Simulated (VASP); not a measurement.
# KBr (P6_3/mmc) in VASP: a series of runs

KBr is run at these levels: PBE; tasks: single point.

Everything below comes from runs of VASP 6.6.1. Logs are shortened: lines on timing, memory, paths and dates and some standing lists are left out, and cuts for length are marked.

## 1. The cell of the first run

It takes space group P6_3/mmc (No. 194, hexagonal). The conventional cell has a = 4.548 Å, b = 4.548 Å, c = 7.942 Å, α = 90.00°, β = 90.00°, γ = 120.00°. Within 4.3 Å of K (site symmetry -3m) lie 6 Br at 3.29 Å and 2 K at 3.97 Å. Br (site symmetry -6m2) has 6 K at 3.29 Å within 4.3 Å.

## 2. Single point, PBE (35.56 Å³/atom)

INCAR

```
ALGO = Normal
EDIFF = 1E-6
ENCUT = 520
GGA = PE
ISIF = 2
ISMEAR = 0
LASPH = True
LCHARG = False
LREAL = False
LWAVE = False
NBANDS = 24
NELM = 100
PREC = Accurate
SIGMA = 0.01
```

KPOINTS

```
k-points
0
Gamma
  6 6 4
```

POSCAR

```
KBr
1.0
    4.5476175449      0.0000000000      0.0000000000
   -2.2738087725      3.9383523206      0.0000000000
    0.0000000000      0.0000000000      7.9421627593
K Br
2 2
Direct
    0.0000000000      0.0000000000      0.0000000000
    0.0000000000      0.0000000000      0.5000000000
    0.3333333333      0.6666666667      0.2500000000
    0.6666666667      0.3333333333      0.7500000000
```

Potentials or basis: VASP PAW PBE potentials, release 64 (K_sv, Br).

Command:

```console
$ cat potpaw_PBE.64/K_sv/POTCAR potpaw_PBE.64/Br/POTCAR > POTCAR
$ mpirun -np 1 vasp_std > vasp.out
```

OUTCAR:

```text
EDIFF = 1E-6
   ENCUT = 520
   GGA = PE
   ISIF = 2
   ISMEAR = 0
   LASPH = True
   LREAL = False
   NELM = 100
   PREC = Accurate

 ion  position               nearest neighbor table
   1  0.000  0.000  0.000-   3 3.29   4 3.29   4 3.29   3 3.29   4 3.29   3 3.29
   2  0.000  0.000  0.500-   3 3.29   4 3.29   4 3.29   3 3.29   4 3.29   3 3.29
   3  0.333  0.667  0.250-   1 3.29   2 3.29   1 3.29   2 3.29   1 3.29   2 3.29
   4  0.667  0.333  0.750-   1 3.29   2 3.29   1 3.29   2 3.29   1 3.29   2 3.29

  LATTYP: Found a hexagonal cell.
 ALAT       =     4.5476175449
 C/A-ratio  =     1.7464447441

  Lattice vectors:

 A1 = (   4.5476175449,   0.0000000000,   0.0000000000)
 A2 = (  -2.2738087725,   3.9383523206,   0.0000000000)
 A3 = (   0.0000000000,   0.0000000000,   7.9421627593)

Analysis of symmetry for initial positions (statically):
=====================================================================
 Subroutine PRICEL returns:
 Original cell was already a primitive cell.

 Routine SETGRP: Setting up the symmetry group for a
 hexagonal supercell.

 Subroutine GETGRP returns: Found 24 space group operations
 (whereof 12 operations were pure point group operations)
 out of a pool of 24 trial point group operations.

The static configuration has the point symmetry D_3d.
 The point group associated with its full space group is D_6h.

Analysis of symmetry for dynamics (positions and initial velocities):
=====================================================================
 Subroutine PRICEL returns:
 Original cell was already a primitive cell.

 Routine SETGRP: Setting up the symmetry group for a
 hexagonal supercell.

 Subroutine GETGRP returns: Found 24 space group operations
 (whereof 12 operations were pure point group operations)
 out of a pool of 24 trial point group operations.

The dynamic configuration has the point symmetry D_3d.
 The point group associated with its full space group is D_6h.

 Subroutine INISYM returns: Found 24 space group operations
 (whereof 12 operations are pure point group operations),
 and found     1 'primitive' translations

----------------------------------------------------------------------------------------

                                     Primitive cell

  volume of cell :     142.2451
[... 85 lines left out ...]
   LSORBIT =      F    spin-orbit coupling
   LASPH  =      T    aspherical Exc in radial PAW
   ENCUT  =  520.0 eV  38.22 Ry    6.18 a.u.   8.46  8.46 14.77*2*pi/ulx,y,z
   NELM   =    100;   NELMIN=  2; NELMDL= -5     # of ELM steps
   EDIFF  = 0.1E-05   stopping-criterion for ELM
   LREAL  =      F    real-space projection
   EDIFFG = 0.1E-04   stopping-criterion for IOM
   NSW    =      0    number of steps for IOM
   IBRION =     -1    ionic relax: 0-MD 1-quasi-New 2-CG
   NFREE  =      0    steps in history (QN), initial steepest desc. (CG)
   ISIF   =      2    stress and relaxation
   ISYM   =      2    0-nonsym 1-usesym 2-fastsym
   POTIM  = 0.5000    time-step for ionic-motion
   TEBEG  =    0.0;   TEEND  =   0.0 temperature during run
   PSTRESS=    0.0 pullay stress
   NELECT =      32.0000    total number of electrons
   NUPDOWN=      -1.0000    fix difference up-down
   EMIN   =  10.00;   EMAX   =-10.00  energy-range for DOS
   EFERMI =   0.00;   METHOD = LEGACY
   ISMEAR =     0;   SIGMA  =   0.01  broadening in eV -4-tet -1-fermi 0-gaus
   EFERMI_NEDOS =   21; number of points for ismear=-14 and -15
   IALGO  =     38    algorithm
   IMIX   =      4    mixing-type and parameters
     AMIX     =   0.40;   BMIX     =  1.00
     AMIX_MAG =   1.60;   BMIX_MAG =  1.00
  volume/ion in A,a.u.               =      35.56       239.98
  Fermi-wavevector in a.u.,A,eV,Ry     =   0.995663  1.881530 13.488067  0.991345
  Thomas-Fermi vector in A             =   2.127699
   LORBIT       =      0    0 simple, 1 ext, 2 COOP (PROOUT), +10 PAW based schemes
   GGA     = PE    functional components
   LHFCALC =     F    Hartree Fock is set to
   AEXX    =    0.0000 exact exchange contribution
   IVDW    =     0    specifies the selected vdW correction
   LEPSILON=     F    determine dielectric tensor
   LRPA    =     F    only Hartree local field effects (RPA)
 non-spin polarized calculation
 Gauss-broadening in eV      SIGMA  =   0.01
  energy-cutoff  :      520.00
  volume of cell :      142.25
 maximum number of plane-waves:      3882
 NGX is ok and might be reduce to    36
   NGX = 17   NGY = 17   NGZ = 29

 number of electron      32.0000000 magnetization

 Free energy of the ion-electron system (eV)
  ---------------------------------------------------
  ext. energy  EPLUGINS =         0.00000000
  ---------------------------------------------------
  free energy    TOTEN  =       -12.32139304 eV

  energy without entropy =      -12.32139304  energy(sigma->0) =      -12.32139304

 E-fermi :  -1.5241     XC(G=0):  -7.4085

 val. band max:       -1.6303461012   @ k =   0.0000   0.0000   0.0000
 cond. band min:       2.7738956008   @ k =   0.0000   0.0000   0.0000
 fundamental gap:      4.4042417021
 Fermi energy:        -1.5241150536

 k-point     1 :       0.0000    0.0000    0.0000
  band No.  band energies     occupation
      1     -29.5399      2.00000
      2     -29.5267      2.00000
      3     -14.2367      2.00000
      4     -13.9926      2.00000
      5     -13.0188      2.00000
      6     -13.0188      2.00000
[... 556 lines left out ...]
     23       7.3982      0.00000
     24       7.4106      0.00000

------------------------ aborting loop because EDIFF is reached ----------------------------------------

  FORCE on cell =-STRESS in cart. coord.  units (eV):
  Direction    XX          YY          ZZ          XY          YZ          ZX
  --------------------------------------------------------------------------------------
  -------------------------------------------------------------------------------------
  Total        0.8201021      0.8201021      0.9843771     -0.0000000      0.0000000      0.0000000
  in kB        9.2372189      9.2372189     11.0875298     -0.0000000      0.0000000      0.0000000
  external PRESSURE =       9.8539892 kB  Pullay stress =       0.0000000 kB

 VOLUME and BASIS-vectors are now :
 -----------------------------------------------------------------------------
  energy-cutoff  :      520.00
  volume of cell :      142.25
      direct lattice vectors                 reciprocal lattice vectors
     4.547617545  0.000000000  0.000000000     0.219895361  0.126956646  0.000000000
    -2.273808772  3.938352321  0.000000000     0.000000000  0.253913291  0.000000000
     0.000000000  0.000000000  7.942162759     0.000000000  0.000000000  0.125910288

 POSITION                                       TOTAL-FORCE (eV/Angst)
 -----------------------------------------------------------------------------------
      0.00000      0.00000      0.00000         0.000000      0.000000      0.000000
      0.00000      0.00000      3.97108         0.000000      0.000000      0.000000
     -0.00000      2.62557      1.98554         0.000000     -0.000000      0.000000
      2.27381      1.31278      5.95662        -0.000000      0.000000     -0.000000
 -----------------------------------------------------------------------------------
    total drift:                               -0.000000      0.000000     -0.000000

  FREE ENERGIE OF THE ION-ELECTRON SYSTEM (eV)
  ---------------------------------------------------
  free  energy   TOTEN  =       -12.3213930388 eV

  energy  without entropy=      -12.3213930388  energy(sigma->0) =      -12.32139304
```

OSZICAR:

```text
N       E                     dE             d eps       ncg     rms          rms(c)
DAV:   1     0.232923447264E+03    0.23292E+03   -0.13963E+04  1008   0.117E+03
DAV:   2     0.532984050091E+01   -0.22759E+03   -0.21646E+03  1248   0.292E+02
DAV:   3    -0.122992308349E+02   -0.17629E+02   -0.17558E+02  1680   0.708E+01
DAV:   4    -0.126617759262E+02   -0.36255E+00   -0.36175E+00  1424   0.102E+01
DAV:   5    -0.126743894050E+02   -0.12613E-01   -0.12613E-01  1488   0.144E+00    0.450E+00
DAV:   6    -0.123256993510E+02    0.34869E+00   -0.55154E-01  1240   0.287E+00    0.325E+00
DAV:   7    -0.123027403380E+02    0.22959E-01   -0.33810E-01  1264   0.244E+00    0.148E+00
DAV:   8    -0.123198728286E+02   -0.17132E-01   -0.54855E-02  1368   0.124E+00    0.286E-01
DAV:   9    -0.123199794776E+02   -0.10665E-03   -0.91997E-04  1352   0.158E-01    0.186E-01
DAV:  10    -0.123213591239E+02   -0.13796E-02   -0.23878E-03  1168   0.225E-01    0.686E-02
DAV:  11    -0.123213828253E+02   -0.23701E-04   -0.10321E-04  1576   0.549E-02    0.252E-02
DAV:  12    -0.123213905973E+02   -0.77719E-05   -0.24034E-05  1184   0.235E-02    0.609E-03
DAV:  13    -0.123213927639E+02   -0.21666E-05   -0.49196E-06  1192   0.126E-02    0.354E-03
DAV:  14    -0.123213930388E+02   -0.27487E-06   -0.15329E-07   928   0.310E-03
   1 F= -.12321393E+02 E0= -.12321393E+02  d E =-.765062E-53
```

stdout:

```text
POSCAR found type information on POSCAR K Br
 POSCAR found :  2 types and       4 ions
 scaLAPACK will be used
 LDA part: xc-table for (Slater+PW92), standard interpolation
 POSCAR, INCAR and KPOINTS ok, starting setup
 FFT: planning ... GRIDC
 FFT: planning ... GRID_SOFT
 FFT: planning ... GRID
 WAVECAR not read
 entering main loop
```

Wall time 37 s (1 thread of Intel Xeon 6975P-C (Granite Rapids), shared host); peak memory 0.28 GiB.

Results:

- Free energy: -12.3214 eV
- Pressure: 1.0 GPa
- Band gap on the k mesh: 4.40 eV

## 3. Single point, PBE

This run uses another cell than the first one, of 36.09 Å³/atom.

INCAR

```
ALGO = Normal
EDIFF = 1E-7
ENCUT = 520
GGA = PE
ISIF = 2
ISMEAR = 0
LASPH = T
LCHARG = F
LREAL = F
LWAVE = F
NBANDS = 24
NELM = 60
PREC = Accurate
SIGMA = 0.01
```

KPOINTS is that of step 2.

POSCAR

```
KBr
1.0
    4.5592982551      0.0000000000      0.0000000000
   -2.2796491275      3.9484681123      0.0000000000
    0.0000000000      0.0000000000      8.0200647354
K Br
2 2
Direct
    0.0000000000      0.0000000000      0.0000000000
    0.0000000000      0.0000000000      0.5000000000
    0.3333333333      0.6666666667      0.2500000000
    0.6666666667      0.3333333333      0.7500000000
```

Potentials or basis: VASP PAW PBE potentials, release 64 (K_sv, Br).

Command:

```console
$ cat potpaw_PBE.64/K_sv/POTCAR potpaw_PBE.64/Br/POTCAR > POTCAR
$ mpirun -np 1 vasp_std > vasp.out
```

It took 39 s on 1 thread of Intel Xeon 6975P-C (Granite Rapids), shared host; peak memory 0.27 GiB.

Results (log left out):

| Item | Value |
| --- | --- |
| Free energy | -12.3333 eV |
| Pressure | 0.7 GPa |
| Band gap on the k mesh | 4.35 eV |

Levels at points of the mesh, in eV from the valence-band top:
```tsv
k point	band 14	band 15	band 16	band 17	band 18	band 19
(0.00, 0.00, 0.00)	-0.18	0.00	0.00	4.35	6.57	6.65
(0.50, 0.00, 0.00)	-0.55	-0.36	-0.27	6.07	6.85	6.95
(0.00, 0.00, 0.50)	-0.14	-0.14	-0.14	5.56	5.56	7.26
(0.50, 0.00, 0.50)	-0.47	-0.31	-0.31	6.69	6.69	6.82
```

A k mesh can miss the band edges.

## 4. Single point, PBE (36.70 Å³/atom)

This run uses another cell than the first one, of 36.70 Å³/atom.

INCAR

```
SYSTEM = KBr
PREC = Accurate
ENCUT = 520
EDIFF = 1E-7
ISMEAR = 0
SIGMA = 0.01
LREAL = .False.
LASPH = .True.
NELM = 100
ALGO = Normal
ISIF = 2
LWAVE = .False.
LCHARG = .False.
GGA = PE
NBANDS = 24
```

KPOINTS

```
regular mesh
0
Gamma
  6 6 4
  0 0 0
```

POSCAR

```
KBr
1.0
    4.5954907213      0.0000000000      0.0000000000
   -2.2977453607      3.9798117075      0.0000000000
    0.0000000000      0.0000000000      8.0257706166
K Br
2 2
Direct
    0.0000000000      0.0000000000      0.0000000000
    0.0000000000      0.0000000000      0.5000000000
    0.3333333333      0.6666666667      0.2500000000
    0.6666666667      0.3333333333      0.7500000000
```

Command:

```console
$ cat potpaw_PBE.64/K_sv/POTCAR potpaw_PBE.64/Br/POTCAR > POTCAR
$ mpirun -np 1 vasp_std > vasp.out
```

Run time: 39 s. Hardware: 1 thread of Intel Xeon 6975P-C (Granite Rapids), shared host; peak memory 0.27 GiB.

It converged, with:

| Property | Result |
| --- | --- |
| Free energy | -12.3420 eV |
| Pressure | 0.5 GPa |
| Band gap on the k mesh | 4.32 eV |

Stress tensor (GPa, compression positive):
```
0.42 0.00 0.00
0.00 0.42 0.00
0.00 0.00 0.54
```

Levels at points of the mesh, in eV from the valence-band top:
```
           k point  band 14  band 15  band 16  band 17  band 18  band 19
(0.00, 0.00, 0.00)    -0.16     0.00     0.00     4.32     6.54     6.67
(0.50, 0.00, 0.00)    -0.53    -0.34    -0.26     6.08     6.82     6.96
(0.00, 0.00, 0.50)    -0.14    -0.14    -0.14     5.51     5.51     7.28
(0.50, 0.00, 0.50)    -0.44    -0.30    -0.30     6.71     6.71     6.78
```

A k mesh can miss the band edges.

## 5. Summary

```tsv
cell	gap on the mesh (eV)	pressure (GPa)
a = 4.548, b = 4.548, c = 7.942 Å, angles 90.0, 90.0, 120.0°, 4 atoms	4.40	1.0
a = 4.559, b = 4.559, c = 8.020 Å, angles 90.0, 90.0, 120.0°, 4 atoms	4.35	0.7
a = 4.595, b = 4.595, c = 8.026 Å, angles 90.0, 90.0, 120.0°, 4 atoms	4.32	0.5
```

Alike in all rows: task single point; level PBE; potentials or basis VASP PAW PBE potentials, release 64 (K_sv, Br); no spin polarisation; k mesh 6 × 6 × 4; cutoff (eV) 520; smearing gaussian 0.01 eV.

Absolute energies hang on the potentials; compare differences alone.
